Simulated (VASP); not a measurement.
The system is WC.

```
W C
1.0
     0.00000    2.14792    2.14792
     2.14792    0.00000    2.14792
     2.14792    2.14792    0.00000
W C
1 1
Direct
  0.00000 0.00000 0.00000
  0.50000 0.50000 0.50000
```

This cell differs from its parent crystal: volume scaled by 0.94.

Base run:

| Item | Value |
| --- | --- |
| Program | VASP 6.6.1 |
| Functional | PBE |
| Potentials or basis | VASP PAW PBE potentials, release 64 (W_sv, C) |
| Cutoff | 520 eV |
| k mesh | 10 × 10 × 10 |
| Occupations | fermi-dirac, width 0.05 eV |
| Spin | no spin polarisation |

Its results: band gap on the k mesh zero (band 9 reaches 14.55 eV, above the bottom of band 10 at 11.06 eV); pressure 25.1 GPa.

The run is repeated on the same cell with these changes: functional from PBE to PBEsol. What comes out?

Band gap on the k mesh zero (band 9 reaches 14.40 eV, above the bottom of band 10 at 10.90 eV); pressure 15.6 GPa.

PBEsol binds more tightly than PBE, so the same cell stands under less pressure.

Caveats: spin-orbit coupling is left out, which moves the levels of the heavy elements; the PAW data sets were made with another functional, which shifts forces and pressure a little (some runs).
